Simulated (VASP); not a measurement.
# H2CO in VASP: notebook, part 3 of 3

VASP 6.6.1. The steps go on from the part before.

### Step 6. Relaxation of the atoms, PBE

INCAR

```
  PREC = Accurate
  ENCUT = 520
  EDIFF = 1E-6
  ISMEAR = -1
  SIGMA = 0.02
  LREAL = Auto
  LASPH = True
  NELM = 60
  ALGO = Normal
  ISIF = 2
  LWAVE = False
  LCHARG = False
  GGA = PE
  IBRION = 2
  NSW = 35
  EDIFFG = -0.3
```

KPOINTS

```
regular mesh
0
Gamma
  1 1 1
```

POSCAR

```
H2CO
1.0
    8.1271360000      0.0000000000      0.0000000000
    0.0000000000      8.1271360000      0.0000000000
    0.0000000000      0.0000000000      8.1271360000
O C H
8 8 16
Direct
    0.0401578000      0.4663627000      0.2958769000
    0.2063005000      0.3428494000      0.0110740000
    0.6481371000     -0.1383234000      0.3240036000
    0.2135186000      0.8195233000      0.5480908000
    0.0563142000      0.5548175000      0.7307796000
    0.2972866000      0.8781165000      1.0055526000
    0.8304177000      0.2226995000      0.6080793000
    0.7543634000      0.2446774000      0.0444704000
    0.0839094000      0.3228191000      0.2914462000
    0.3524285000      0.3754201000      0.0222244000
    0.6780454000      0.0025937000      0.3662700000
    0.1124024000      0.8377262000      0.4386251000
    0.1331672000      0.4623474000      0.6408826000
    0.4334450000      0.8606815000      0.9447622000
    0.9056803000      0.1055408000      0.6641859000
    0.7641666000      0.3911849000      0.0131967000
    0.2085294000      0.2864225000      0.2515694000
    0.0014269000      0.2209682000      0.3270556000
    0.4487564000      0.2933579000     -0.0270885000
    0.3968374000      0.4888513000      0.0822763000
    0.6449835000      0.1096516000      0.2895202000
    0.7399120000      0.0312539000      0.4837270000
    0.0568344000      0.7324216000      0.3732938000
    0.0705848000      0.9605619000      0.3985293000
    0.2573402000      0.4927470000      0.5950357000
    0.0830117000      0.3428893000      0.6001491000
    0.5117032000      0.9664728000      0.9111635000
    0.4863218000      0.7380984000      0.9198133000
    1.0333906000      0.0773934000      0.6275414000
    0.8504558000      0.0208518000      0.7548670000
    0.8810778000      0.4495378000     -0.0238401000
    0.6566969000      0.4739341000      0.0201136000
```

Potentials or basis: VASP PAW PBE potentials, release 64 (O, C, H).

The run is started by

```bash
$ cat potpaw_PBE.64/O/POTCAR potpaw_PBE.64/C/POTCAR potpaw_PBE.64/H/POTCAR > POTCAR
$ mpirun -np 1 vasp_gam > vasp.out
```

It took 12 min on 1 thread of Intel Xeon Platinum 8488C (Sapphire Rapids), shared host; peak memory 0.51 GiB.

It converged, with:

| Property | Result |
| --- | --- |
| Free energy | -177.5671 eV |
| Energy gained by relaxing | 23.8 meV/atom |
| Ionic steps | 23 |
| Pressure after relaxing | 0.4 GPa |
| Largest force after relaxing | 0.285 eV/Å |
| Band gap on the k mesh | 2.80 eV |

Forces on the atoms (eV/Å):
```
O   -0.057  0.032 -0.044
O   -0.029 -0.088  0.067
O   -0.039  0.001 -0.117
O    0.039  0.038 -0.085
O   -0.063  0.115 -0.050
O    0.018  0.011  0.040
O   -0.091  0.007 -0.016
O    0.029  0.001  0.077
C   -0.014 -0.028 -0.225
C   -0.044 -0.213  0.184
C    0.085 -0.086 -0.006
C   -0.025  0.132  0.004
C   -0.074  0.133 -0.090
C   -0.040  0.018  0.046
C   -0.122 -0.142 -0.118
C    0.008  0.010 -0.041
H    0.068 -0.019  0.097
H   -0.055 -0.021 -0.014
H    0.108  0.092 -0.104
H   -0.042  0.041  0.031
H   -0.054 -0.026 -0.018
H   -0.081 -0.013  0.029
H    0.086 -0.059 -0.021
H   -0.014 -0.047 -0.038
H    0.104  0.139  0.061
H    0.064 -0.061  0.068
H    0.008  0.034 -0.007
H   -0.018 -0.033 -0.010
H    0.091  0.030  0.135
H    0.009 -0.070  0.186
H    0.125 -0.010 -0.017
H    0.017  0.082 -0.004
```

Stress tensor (GPa, compression positive):
```
 0.30  0.17  0.07
 0.17  0.40 -0.16
 0.07 -0.16  0.36
```

Step by step:
```csv
step,energy change (eV),largest force (eV/Å),pressure (GPa)
1,0.0000,0.9067,1.14
2,0.1762,4.8889,2.14
3,-0.0516,0.9510,1.41
4,-0.1381,0.7269,0.56
5,-0.1476,0.9403,0.17
6,-0.2239,0.5417,0.06
7,-0.2759,0.8288,-0.13
8,-0.3630,0.6531,0.00
9,-0.4290,1.6554,0.25
10,-0.4786,0.9529,0.53
11,-0.5081,0.8210,0.98
12,-0.5365,0.7756,0.96
13,-0.5998,0.6816,0.88
14,-0.6332,1.7458,0.65
15,-0.6616,1.2950,0.40
16,-0.6809,0.6186,-0.03
17,-0.6980,0.3834,0.12
18,-0.7049,0.5371,0.30
19,-0.7185,0.3986,0.26
20,-0.7321,0.6893,0.16
21,-0.7448,0.4567,0.25
22,-0.7562,0.3186,0.43
23,-0.7626,0.2848,0.36
```

Final structure:
```yaml
crystal:
  lattice:
    - [8.12714, 0.00000, 0.00000]
    - [0.00000, 8.12714, 0.00000]
    - [0.00000, 0.00000, 8.12714]
  atoms:
    - { symbol: O, position: [0.03225, 0.46355, 0.29476] }
    - { symbol: O, position: [0.22250, 0.34340, 0.94351] }
    - { symbol: O, position: [0.63607, 0.84904, 0.28908] }
    - { symbol: O, position: [0.22404, 0.83510, 0.53552] }
    - { symbol: O, position: [0.04567, 0.55462, 0.73115] }
    - { symbol: O, position: [0.30075, 0.87991, 0.01456] }
    - { symbol: O, position: [0.84221, 0.24264, 0.65476] }
    - { symbol: O, position: [0.75258, 0.24958, 0.04410] }
    - { symbol: C, position: [0.07196, 0.31996, 0.30961] }
    - { symbol: C, position: [0.35839, 0.37554, 0.99801] }
    - { symbol: C, position: [0.66095, 0.98459, 0.34772] }
    - { symbol: C, position: [0.11862, 0.83777, 0.42914] }
    - { symbol: C, position: [0.13687, 0.46918, 0.64951] }
    - { symbol: C, position: [0.43277, 0.86177, 0.94694] }
    - { symbol: C, position: [0.91198, 0.11578, 0.69339] }
    - { symbol: C, position: [0.77364, 0.39470, 0.01091] }
    - { symbol: H, position: [0.20318, 0.28082, 0.31046] }
    - { symbol: H, position: [0.97930, 0.21944, 0.31762] }
    - { symbol: H, position: [0.46782, 0.30133, 0.96391] }
    - { symbol: H, position: [0.37686, 0.47604, 0.08950] }
    - { symbol: H, position: [0.63706, 0.10051, 0.27864] }
    - { symbol: H, position: [0.71326, 0.99883, 0.47361] }
    - { symbol: H, position: [0.06865, 0.72525, 0.36998] }
    - { symbol: H, position: [0.06451, 0.95763, 0.38645] }
    - { symbol: H, position: [0.25829, 0.51309, 0.60457] }
    - { symbol: H, position: [0.10017, 0.34355, 0.61051] }
    - { symbol: H, position: [0.51151, 0.96798, 0.91051] }
    - { symbol: H, position: [0.48335, 0.73771, 0.91707] }
    - { symbol: H, position: [0.04021, 0.08789, 0.65391] }
    - { symbol: H, position: [0.84938, 0.01842, 0.76574] }
    - { symbol: H, position: [0.89390, 0.44552, 0.97332] }
    - { symbol: H, position: [0.66888, 0.48330, 0.01477] }
```

Levels at points of the mesh, in eV from the valence-band top:
```tsv
k point	band 44	band 45	band 46	band 47	band 48	band 49	band 50	band 51	band 52	band 53
(0.00, 0.00, 0.00)	-0.40	-0.34	-0.27	-0.19	0.00	2.80	2.90	2.93	3.17	3.27
```

Caveat: the k points lie up to 0.77 Å⁻¹ apart; the relaxation stopped at a loose force limit of 0.3 eV/Å, so its end isn't a converged minimum.
